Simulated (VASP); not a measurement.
Write the native input for VASP 6.6.1 that does the following.

```
Task                   : single point
Functional             : PBE
Potentials or basis    : VASP PAW PBE potentials, release 64 (Mg, O)
Cutoff                 : 520 eV
k mesh                 : 11 × 11 × 11
Occupations            : gaussian, width 0.027 eV
Spin                   : no spin polarisation
Dipole correction      : no
Further INCAR settings : ALGO = Normal; EDIFF = 1e-06; NBANDS = 11
```

The structure of MgO lies in POSCAR:

```
MgO
1.0
    0.0000000000      2.0970013927      2.0970013927
    2.0970013927      0.0000000000      2.0970013927
    2.0970013927      2.0970013927      0.0000000000
Mg O
1 1
Direct
    0.0000000000      0.0000000000      0.0000000000
    0.5000000000      0.5000000000      0.5000000000
```

The input as run:

INCAR

```
PREC = Accurate ; ENCUT = 520
EDIFF = 1E-6 ; ISMEAR = 0
SIGMA = 0.027000000000000003 ; LREAL = F
LASPH = T ; NELM = 80
ALGO = Normal ; ISIF = 2
LWAVE = F ; LCHARG = F
GGA = PE ; NBANDS = 11
```

KPOINTS

```
Automatic mesh
0
Gamma
  11 11 11
```

Potentials or basis: VASP PAW PBE potentials, release 64 (Mg, O).

The run is started by

```sh
$ cat potpaw_PBE.64/Mg/POTCAR potpaw_PBE.64/O/POTCAR > POTCAR
$ mpirun -np 1 vasp_std > vasp.out
```

It gave:

```yaml
Pressure: 6.2 GPa
Band_gap_on_the_k_mesh: 4.85 eV
```

Caveat: the cell stands under pressure.

Run time: 8.2 s on 1 thread of Intel(R) Xeon(R) Platinum 8259CL CPU @ 2.50GHz (Skylake/Cascade Lake), on a shared host, peak memory 0.14 GiB.
